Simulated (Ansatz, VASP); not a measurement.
# InSe in VASP and in Ansatz

```
In Se
1.0
     2.00000    1.15470    8.31667
    -2.00000    1.15470    8.31667
     0.00000   -2.30940    8.31667
In Se
2 2
Direct
  0.00000 0.00000 0.00000
  0.11220 0.11220 0.11220
  0.61550 0.61550 0.61550
  0.83000 0.83000 0.83000
```

Alike in both runs: task single point; functional PBE; k mesh 6 × 6 × 6; occupations gaussian, width 0.1 eV; no spin polarisation.

```csv
,VASP,Ansatz
version,VASP 6.6.1,Ansatz 0.2.0
potentials or method,"VASP PAW PBE potentials, release 64 (In_d, Se), cutoff 520 eV","scalar-relativistic, plane waves, PAW"
valence electrons in the cell,38,58
```

```csv
,VASP,Ansatz,Ansatz less VASP
gap on the k mesh at the Fermi level (eV),0.38,0.39,+0.013
least direct gap on the mesh (eV),0.38,0.39,+0.013
pressure (GPa),3.0,2.9,-0.05
"traceless stress, the component that is largest in VASP (GPa)",-0.49,-0.48,+0.004
rms of the force components (eV/Å),0.119,0.110,-0.0089
```

Atom by atom the forces differ by 0.009 eV/Å (rms over components). With one functional, cell and mesh, what is left measures potentials, basis and numerics. VASP's potentials hold 38 valence electrons a cell and Ansatz's 58, so a difference there can come from the potentials and not from the codes.
